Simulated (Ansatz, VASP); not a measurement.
Given: the input of a run of Ansatz 0.2.0 on KBr.

The input input.yaml:

```yaml
crystal:
  lattice:
    - [0.0, 3.3, 3.3]
    - [3.3, 0.0, 3.3]
    - [3.3, 3.3, 0.0]
  atoms:
    - { symbol: Br, position: [0.5, 0.5, 0.5] }
    - { symbol: K, position: [0.0, 0.0, 0.0] }
kpoints:
  mp_grid: { grid: [4, 4, 4] }
scf:
  occupations: { method: fermi_dirac, width: 0.05 }
hamiltonian:
  xc: { preset: hse06, exx: { coeff: 0.25, omega: 0.3 } }
  pseudopotentials: { kind: all_electron, datasets: crystal }
output:
  forces: true
  stress: true
```

Potentials or basis: all-electron PAW datasets made for the crystal.

The run is started by

```console
$ ansatz run input.yaml --threads 1 --pin off --max-ram 3072MiB --backend cpu --events-out ev --progress --plain --runs-dir out
```

Q: Set up the same calculation for VASP 6.6.1. Potentials there: VASP PAW PBE potentials, release 64 (Br, K_sv).

A: As run (the cutoff follows the program's own potentials):

The input POSCAR:

```
KBr
1.0
    0.0000000000      3.3000000000      3.3000000000
    3.3000000000      0.0000000000      3.3000000000
    3.3000000000      3.3000000000      0.0000000000
Br K
1 1
Direct
    0.5000000000      0.5000000000      0.5000000000
    0.0000000000      0.0000000000      0.0000000000
```

The input INCAR.step1:

```
SYSTEM = KBr
PREC = Accurate ; ENCUT = 520
EDIFF = 1E-5 ; ISMEAR = -1
SIGMA = 0.05 ; LREAL = .FALSE.
LASPH = .TRUE. ; NELM = 100
ALGO = Normal ; ISIF = 2
LWAVE = .TRUE. ; LCHARG = .FALSE.
NBANDS = 15 ; GGA = PE
```

File INCAR.step2:

```
SYSTEM = KBr
PREC = Accurate ; ENCUT = 520
EDIFF = 1E-6 ; ISMEAR = -1
SIGMA = 0.05 ; LREAL = .FALSE.
LASPH = .TRUE. ; NELM = 100
ALGO = Normal ; ISIF = 2
LWAVE = .FALSE. ; LCHARG = .FALSE.
GGA = PE ; LHFCALC = .TRUE.
AEXX = 0.25 ; HFSCREEN = 0.3
PRECFOCK = Normal ; NBANDS = 15
ISTART = 1
```

Contents of KPOINTS:

```
regular mesh
0
G
  4 4 4
  0 0 0
```

Potentials or basis: VASP PAW PBE potentials, release 64 (Br, K_sv).

The run is started by

```console
$ cat potpaw_PBE.64/Br/POTCAR potpaw_PBE.64/K_sv/POTCAR > POTCAR
$ cp INCAR.step1 INCAR
$ mpirun -np 1 vasp_std > vasp.out
$ cp INCAR.step2 INCAR
$ mpirun -np 1 vasp_std > vasp.out
```

Both were run:

|  | VASP | Ansatz | Ansatz less VASP |
| --- | --- | --- | --- |
| gap on the k mesh at the Fermi level (eV) | 5.37 | 5.38 | +0.005 |
| least direct gap on the mesh (eV) | 5.37 | 5.38 | +0.005 |
| pressure (GPa) | 0.5 | 0.5 | -0.03 |

VASP's potentials were made for PBE, not for PBE-based screened hybrid. Ansatz ran all-electron here, and VASP with PAW potentials.
